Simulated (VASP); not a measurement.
# RbMgSbO3 (P1) in VASP: single point with r2SCAN

Aim: the single point of RbMgSbO3 with r2SCAN.

Program: VASP 6.6.1. These are calculated values, not measurements. Logs are shortened: lines on timing, memory, paths and dates and some standing lists are left out, and cuts for length are marked.

### Step 1. The cell of the first run

The typed cell holds 6 atoms: a = 5.375 Å, b = 5.375 Å, c = 5.375 Å, α = 70.22°, β = 70.22°, γ = 70.22°.

### Step 2. Single point, r2SCAN (atom 2 (Mg) moved -0.033 Å along Cartesian [1 1 0])

File POSCAR:

```
RbMgSbO3
1.0
    3.0914557107      1.7848527868      4.0186607574
   -3.0914557107      1.7848527868      4.0186607574
    0.0000000000     -3.5697055735      4.0186607574
Rb Mg Sb O
1 1 1 3
Direct
    0.8779837598      0.8779837598      0.8779837598
    0.3259665002      0.3335831889      0.3363710905
    0.5754906610      0.5754906610      0.5754906610
    0.4945870290      0.4945870290      0.9658740480
    0.9658740480      0.4945870290      0.4945870290
    0.4945870290      0.9658740480      0.4945870290
```

File INCAR.step1:

```
SYSTEM = RbMgSbO3
PREC = Accurate
ENCUT = 660
ISMEAR = 0
SIGMA = 0.05
LREAL = .False.
LASPH = .True.
NELM = 120
NBANDS = 26
GGA = PE
ALGO = Normal
EDIFF = 1E-5
LWAVE = .True.
LCHARG = .False.
GGA_COMPAT = .False.
```

File INCAR.step2:

```
SYSTEM = RbMgSbO3
PREC = Accurate
ENCUT = 660
EDIFF = 1E-6
ISMEAR = 0
SIGMA = 0.05
LREAL = .False.
LASPH = .True.
NELM = 120
ALGO = Normal
ISIF = 2
LWAVE = .False.
LCHARG = .False.
METAGGA = R2SCAN
LMIXTAU = .True.
NBANDS = 26
ISTART = 1
GGA_COMPAT = .False.
```

File KPOINTS:

```
Automatic mesh
0
Gamma
  6 6 6
  0 0 0
```

Potentials or basis: VASP PAW PBE potentials, release 64 (Rb_sv, Mg, Sb, O).

On the command line:

```console
> cat potpaw_PBE.64/Rb_sv/POTCAR potpaw_PBE.64/Mg/POTCAR potpaw_PBE.64/Sb/POTCAR potpaw_PBE.64/O/POTCAR > POTCAR
> cp INCAR.step1 INCAR
> mpirun -np 1 vasp_std > vasp.out
> cp INCAR.step2 INCAR
> mpirun -np 1 vasp_std > vasp.out
```

OUTCAR:

```text
SYSTEM = RbMgSbO3
   PREC = Accurate
   ENCUT = 660
   EDIFF = 1E-6
   ISMEAR = 0
   LREAL = .False.
   LASPH = .True.
   NELM = 120
   ISIF = 2
   METAGGA = R2SCAN
   ISTART = 1

 ion  position               nearest neighbor table
   1  0.878  0.878  0.878-   5 3.21   6 3.21   4 3.21   6 3.35   5 3.35   4 3.35   4 3.35   5 3.35
                             6 3.35   3 3.59   3 3.59   3 3.59   3 3.65   2 3.83   2 3.85   2 3.88
   2  0.326  0.334  0.336-   5 1.86   6 1.90   4 1.92   3 2.94   3 3.70   1 3.83   1 3.85   1 3.88
                             1 4.37   1 4.40   1 4.41
   3  0.575  0.575  0.575-   4 1.92   5 1.92   6 1.92   2 2.94   1 3.59   1 3.59   1 3.59   1 3.65
                             2 3.70
   4  0.495  0.495  0.966-   3 1.92   2 1.92   1 3.21   1 3.35   1 3.35
   5  0.966  0.495  0.495-   2 1.86   3 1.92   1 3.21   1 3.35   1 3.35
   6  0.495  0.966  0.495-   2 1.90   3 1.92   1 3.21   1 3.35   1 3.35

  LATTYP: Found a trigonal (rhomboedric) cell.
 ALAT       =     5.3751681057
 COS(alpha) =     0.3384358674

  Lattice vectors:

 A1 = (   3.0914557107,   1.7848527868,   4.0186607574)
 A2 = (  -3.0914557107,   1.7848527868,   4.0186607574)
 A3 = (   0.0000000000,  -3.5697055735,   4.0186607574)

Analysis of symmetry for initial positions (statically):
=====================================================================
 Subroutine PRICEL returns:
 Original cell was already a primitive cell.

 Routine SETGRP: Setting up the symmetry group for a
 trigonal (rhombohedral) supercell.

 Subroutine GETGRP returns: Found  1 space group operations
 (whereof  1 operations were pure point group operations)
 out of a pool of 12 trial point group operations.

The static configuration has the point symmetry C_1 .

Analysis of symmetry for dynamics (positions and initial velocities):
=====================================================================
 Subroutine PRICEL returns:
 Original cell was already a primitive cell.

 Routine SETGRP: Setting up the symmetry group for a
 trigonal (rhombohedral) supercell.

 Subroutine GETGRP returns: Found  1 space group operations
 (whereof  1 operations were pure point group operations)
 out of a pool of 12 trial point group operations.

The dynamic configuration has the point symmetry C_1 .

 Subroutine INISYM returns: Found  1 space group operations
 (whereof  1 operations are pure point group operations),
 and found     1 'primitive' translations

----------------------------------------------------------------------------------------

                                     Primitive cell

  volume of cell :     133.0448

  direct lattice vectors                    reciprocal lattice vectors
     3.091455711  1.784852787  4.018660757     0.161736103  0.093378383  0.082946373
    -3.091455711  1.784852787  4.018660757    -0.161736103  0.093378383  0.082946373
     0.000000000 -3.569705573  4.018660757     0.000000000 -0.186756765  0.082946373

  length of vectors
     5.375168106  5.375168106  5.375168106     0.204348208  0.204348208  0.204348208

  position of ions in fractional coordinates (direct lattice)
     0.877983760  0.877983760  0.877983760
     0.325966500  0.333583189  0.336371091
     0.575490661  0.575490661  0.575490661
     0.494587029  0.494587029  0.965874048
     0.965874048  0.494587029  0.494587029
     0.494587029  0.965874048  0.494587029

  ion indices of the primitive-cell ions
   primitive index   ion index
                 1           1
                 2           2
                 3           3
                 4           4
                 5           5
                 6           6

----------------------------------------------------------------------------------------

 KPOINTS: Automatic mesh

Automatic generation of k-mesh.
 Grid dimensions read from file:
 generate k-points for:    6    6    6

 Generating k-lattice:

  Cartesian coordinates                     Fractional coordinates (reciprocal lattice)
     0.026956017  0.015563064  0.013824395     0.166666667  0.000000000  0.000000000
    -0.026956017  0.015563064  0.013824395     0.000000000  0.166666667  0.000000000
     0.000000000 -0.031126128  0.013824395     0.000000000  0.000000000  0.166666667

  Length of vectors
     0.034058035  0.034058035  0.034058035

  Shift w.r.t. Gamma in fractional coordinates (k-lattice)
     0.000000000  0.000000000  0.000000000

 Subroutine IBZKPT returns following result:
 ===========================================

 Found    112 irreducible k-points:

 Following reciprocal coordinates:
            Coordinates               Weight
  0.000000  0.000000  0.000000      1.000000
  0.166667 -0.000000 -0.000000      2.000000
 -0.000000  0.166667 -0.000000      2.000000
  0.000000  0.000000  0.166667      2.000000
  0.333333  0.000000  0.000000      2.000000
  0.000000  0.333333  0.000000      2.000000
[... 16 lines left out ...]
 -0.166667  0.500000  0.000000      2.000000
  0.166667  0.000000  0.500000      2.000000
 [... further k-points ...]
   k-points           NKPTS =    112   k-points in BZ     NKDIM =    112   number of bands    NBANDS=     26
   number of dos      NEDOS =    301   number of ions     NIONS =      6
   total plane-waves  NPLWV = 110592
   dimension x,y,z NGX =    48 NGY =   48 NGZ =   48
   dimension x,y,z NGXF=    96 NGYF=   96 NGZF=   96
   ions per type =               1   1   1   3
   NGX,Y,Z   is equivalent  to a cutoff of  14.85, 14.85, 14.85 a.u.
   NGXF,Y,Z  is equivalent  to a cutoff of  29.69, 29.69, 29.69 a.u.
 SYSTEM =  RbMgSbO3
   PREC   = accura    normal or accurate (medium, high low for compatibility)
   ISTART =      1    job   : 0-new  1-cont  2-samecut
   ICHARG =      0    charge: 1-file 2-atom 10-const
   ISPIN  =      1    spin polarized calculation?
   LNONCOLLINEAR =      F non collinear calculations
   LSORBIT =      F    spin-orbit coupling
   LASPH  =      T    aspherical Exc in radial PAW
   ENCUT  =  660.0 eV  48.51 Ry    6.96 a.u.  11.26 11.26 11.26*2*pi/ulx,y,z
   NELM   =    120;   NELMIN=  2; NELMDL=  0     # of ELM steps
   EDIFF  = 0.1E-05   stopping-criterion for ELM
   LREAL  =      F    real-space projection
   EDIFFG = 0.1E-04   stopping-criterion for IOM
   NSW    =      0    number of steps for IOM
   IBRION =     -1    ionic relax: 0-MD 1-quasi-New 2-CG
   NFREE  =      0    steps in history (QN), initial steepest desc. (CG)
   ISIF   =      2    stress and relaxation
   ISYM   =      2    0-nonsym 1-usesym 2-fastsym
   POTIM  = 0.5000    time-step for ionic-motion
   TEBEG  =    0.0;   TEEND  =   0.0 temperature during run
   PSTRESS=    0.0 pullay stress
   NELECT =      34.0000    total number of electrons
   NUPDOWN=      -1.0000    fix difference up-down
   EMIN   =  10.00;   EMAX   =-10.00  energy-range for DOS
   EFERMI =   0.00;   METHOD = LEGACY
   ISMEAR =     0;   SIGMA  =   0.05  broadening in eV -4-tet -1-fermi 0-gaus
   EFERMI_NEDOS =   21; number of points for ismear=-14 and -15
   IALGO  =     38    algorithm
   IMIX   =      4    mixing-type and parameters
     AMIX     =   0.40;   BMIX     =  1.00
     AMIX_MAG =   1.60;   BMIX_MAG =  1.00
  volume/ion in A,a.u.               =      22.17       149.64
  Fermi-wavevector in a.u.,A,eV,Ry     =   1.038887  1.963212 14.684590  1.079287
  Thomas-Fermi vector in A             =   2.173392
   LORBIT       =      0    0 simple, 1 ext, 2 COOP (PROOUT), +10 PAW based schemes
   METAGGA = R2SCAN    functional components
   LHFCALC =     F    Hartree Fock is set to
   AEXX    =    0.0000 exact exchange contribution
   IVDW    =     0    specifies the selected vdW correction
   LEPSILON=     F    determine dielectric tensor
   LRPA    =     F    only Hartree local field effects (RPA)
 non-spin polarized calculation
 Gauss-broadening in eV      SIGMA  =   0.05
  energy-cutoff  :      660.00
  volume of cell :      133.04
 maximum number of plane-waves:      5137
 NGX is ok and might be reduce to    48
   NGX = 23   NGY = 23   NGZ = 23

 number of electron      33.9999996 magnetization

 Free energy of the ion-electron system (eV)
  ---------------------------------------------------
  ext. energy  EPLUGINS =         0.00000000
  ---------------------------------------------------
  free energy    TOTEN  =       -73.11614768 eV

  energy without entropy =      -73.11614768  energy(sigma->0) =      -73.11614768

 E-fermi :   1.1447     XC(G=0):  -8.3072

 val. band max:        0.9142081453   @ k =   0.5000   0.5000   0.5000
 cond. band min:       4.4898206666   @ k =   0.5000   0.5000   0.5000
 fundamental gap:      3.5756125213
 Fermi energy:         1.1446878265

 k-point     1 :       0.0000    0.0000    0.0000
  band No.  band energies     occupation
      1     -26.1209      2.00000
      2     -18.1720      2.00000
      3     -17.0526      2.00000
      4     -16.9822      2.00000
      5      -9.7494      2.00000
      6      -9.7425      2.00000
[... 18 lines left out ...]
     25       9.7863      0.00000
     26       9.8433      0.00000

 k-point     2 :       0.1667   -0.0000   -0.0000
  band No.  band energies     occupation
      1     -26.1204      2.00000
      2     -18.1506      2.00000
      3     -17.0853      2.00000
      4     -16.9829      2.00000
      5      -9.7485      2.00000
      6      -9.7366      2.00000
[... 18 lines left out ...]
     25       9.7350      0.00000
     26       9.9568      0.00000

 k-point     3 :      -0.0000    0.1667   -0.0000
  band No.  band energies     occupation
      1     -26.1204      2.00000
      2     -18.1521      2.00000
      3     -17.0680      2.00000
      4     -16.9986      2.00000
      5      -9.7463      2.00000
      6      -9.7388      2.00000
[... 572 lines left out ...]
 k-point    23 :      -0.1667    0.5000    0.0000
  band No.  band energies     occupation
      1     -26.1186      2.00000
      2     -18.0817      2.00000
      3     -17.1481      2.00000
      4     -17.0255      2.00000
      5      -9.7444      2.00000
      6      -9.7253      2.00000
[... 18 lines left out ...]
     25       9.4832      0.00000
     26       9.5674      0.00000

 k-point    24 :       0.1667    0.0000    0.5000
  band No.  band energies     occupation
      1     -26.1186      2.00000
      2     -18.0834      2.00000
      3     -17.1352      2.00000
      4     -17.0364      2.00000
      5      -9.7429      2.00000
      6      -9.7267      2.00000
[... 18 lines left out ...]
     25       9.4841      0.00000
     26       9.5665      0.00000

 [... further k-points ...]

------------------------ aborting loop because EDIFF is reached ----------------------------------------

  FORCE on cell =-STRESS in cart. coord.  units (eV):
  Direction    XX          YY          ZZ          XY          YZ          ZX
  --------------------------------------------------------------------------------------
  -------------------------------------------------------------------------------------
  Total        0.4113898     -0.1997567      0.0286000      0.3195617      0.1080812      0.1130174
  in kB        4.9541148     -2.4055471      0.3444118      3.8482857      1.3015561      1.3609988
  external PRESSURE =       0.9643265 kB  Pullay stress =       0.0000000 kB

 VOLUME and BASIS-vectors are now :
 -----------------------------------------------------------------------------
  energy-cutoff  :      660.00
  volume of cell :      133.04
      direct lattice vectors                 reciprocal lattice vectors
     3.091455711  1.784852787  4.018660757     0.161736103  0.093378383  0.082946373
    -3.091455711  1.784852787  4.018660757    -0.161736103  0.093378383  0.082946373
     0.000000000 -3.569705573  4.018660757     0.000000000 -0.186756765  0.082946373

 POSITION                                       TOTAL-FORCE (eV/Angst)
 -----------------------------------------------------------------------------------
      0.00000      0.00000     10.58496        -0.016174     -0.016384      0.003760
     -0.02355     -0.02355      4.00227         0.442374      0.410135     -0.002729
      0.00000      0.00000      6.93811        -0.064744     -0.063850     -0.200016
      0.00000     -1.68236      7.85668        -0.009375     -0.324274      0.081309
      1.45696      0.84118      7.85668        -0.168586     -0.098814      0.044008
     -1.45696      0.84118      7.85668        -0.183495      0.093187      0.073668
 -----------------------------------------------------------------------------------
    total drift:                                0.000109     -0.000081      0.000016

  FREE ENERGIE OF THE ION-ELECTRON SYSTEM (eV)
  ---------------------------------------------------
  free  energy   TOTEN  =       -73.1161476771 eV

  energy  without entropy=      -73.1161476771  energy(sigma->0) =      -73.11614768
```

Wall time 26 min (1 thread of Intel Xeon Platinum 8259CL at 2.50GHz (Skylake/Cascade Lake), shared host); peak memory 0.78 GiB.

Results:

* Free energy: -73.1161 eV
* Pressure: 0.1 GPa
* Largest force: 0.603 eV/Å
* Band gap on the k mesh: 3.58 eV

Forces on the atoms (eV/Å):
```
Rb  -0.016 -0.016  0.004
Mg   0.442  0.410 -0.003
Sb  -0.065 -0.064 -0.200
O   -0.009 -0.324  0.081
O   -0.169 -0.099  0.044
O   -0.183  0.093  0.074
```

Levels at points of the mesh, in eV from the valence-band top:
```csv
k point,band 13,band 14,band 15,band 16,band 17,band 18,band 19,band 20,band 21,band 22
"(0.00, 0.00, 0.00)",-2.33,-1.95,-1.81,-1.77,-1.22,3.77,5.43,5.43,7.20,7.21
"(0.50, 0.00, 0.00)",-2.33,-2.23,-1.90,-1.51,-1.13,3.73,5.43,5.53,6.52,7.24
"(0.00, 0.50, 0.00)",-2.34,-2.19,-1.90,-1.56,-1.10,3.74,5.42,5.52,6.50,7.21
"(0.00, 0.00, 0.50)",-2.34,-2.18,-1.90,-1.58,-1.09,3.75,5.41,5.52,6.50,7.20
"(0.50, 0.50, 0.00)",-2.30,-2.05,-1.96,-1.51,-0.52,3.71,4.22,5.50,6.15,7.48
"(0.50, 0.00, 0.50)",-2.32,-2.07,-1.95,-1.49,-0.51,3.72,4.22,5.50,6.14,7.47
"(0.00, 0.50, 0.50)",-2.37,-2.14,-1.92,-1.43,-0.49,3.73,4.22,5.49,6.13,7.46
"(0.50, 0.50, 0.50)",-2.27,-1.71,-1.66,-1.18,0.00,3.58,3.58,4.18,5.14,7.71
```

Caveat: the cell differs from its parent crystal (atom 2 (Mg) moved -0.033 Å along Cartesian [1 1 0]); the PAW data sets were made with another functional, which shifts forces and pressure a little; spin-orbit coupling is left out, which moves the levels of the heavy elements. A k mesh can miss the band edges.
